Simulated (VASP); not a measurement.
Wanted: the native input for a VASP 6.6.1 run.

* Task: relaxation of cell and atoms
* Functional: PBE
* Potentials or basis: VASP PAW PBE potentials, release 64 (Al, O)
* Cutoff: 600 eV
* k mesh: 6 × 6 × 4
* Occupations: gaussian, width 0.1 eV
* Spin: no spin polarisation
* Dipole correction: no
* Further INCAR settings: ALGO = Normal; EDIFF = 1e-06; IBRION = 2; EDIFFG = -0.04; NSW = 90; ISIF = 3

The structure of Al2O3 lies in POSCAR:

```
Al2O3
1.0
    3.9036815800      0.0000000000      0.0000000000
   -1.9518407900      3.3806874200      0.0000000000
    0.0000000000      0.0000000000      4.0472309200
Al O
2 3
Direct
    0.3333333300      0.6666666700      0.5000000000
    0.6666666700      0.3333333300      0.5000000000
    0.5000000000      0.0000000000      0.0000000000
    0.0000000000      0.5000000000      0.0000000000
    0.5000000000      0.5000000000      0.0000000000
```

These files were run (other wordings do the same):

INCAR

```
PREC = Accurate
ENCUT = 600
EDIFF = 1E-6
ISMEAR = 0
SIGMA = 0.1
LREAL = False
LASPH = True
NELM = 60
ALGO = Normal
ISIF = 3
LWAVE = False
LCHARG = False
GGA = PE
IBRION = 2
NSW = 90
EDIFFG = -0.04
```

KPOINTS

```
Automatic mesh
0
Gamma
  6 6 4
```

Potentials or basis: VASP PAW PBE potentials, release 64 (Al, O).

Command:

```bash
$ cat potpaw_PBE.64/Al/POTCAR potpaw_PBE.64/O/POTCAR > POTCAR
$ mpirun -np 1 vasp_std > vasp.out
```

Results of the run:

- Relaxed volume: 10.92 Å³/atom
- Relaxed cell: a = 4.996 Å, b = 4.996 Å, c = 2.526 Å, α = 90.00°, β = 90.00°, γ = 120.00°
- Space group after relaxing (to 0.05 Å): P6/mmm (No. 191)
- Energy gained by relaxing: 3246.2 meV/atom
- Ionic steps: 14
- Pressure after relaxing: 0.0 GPa
- Band gap on the k mesh: 3.56 eV, indirect (least direct gap 4.18 eV)

It took 60 s on 1 thread of Intel(R) Xeon(R) 6975P-C (Granite Rapids) (shared host), peak memory 0.18 GiB.
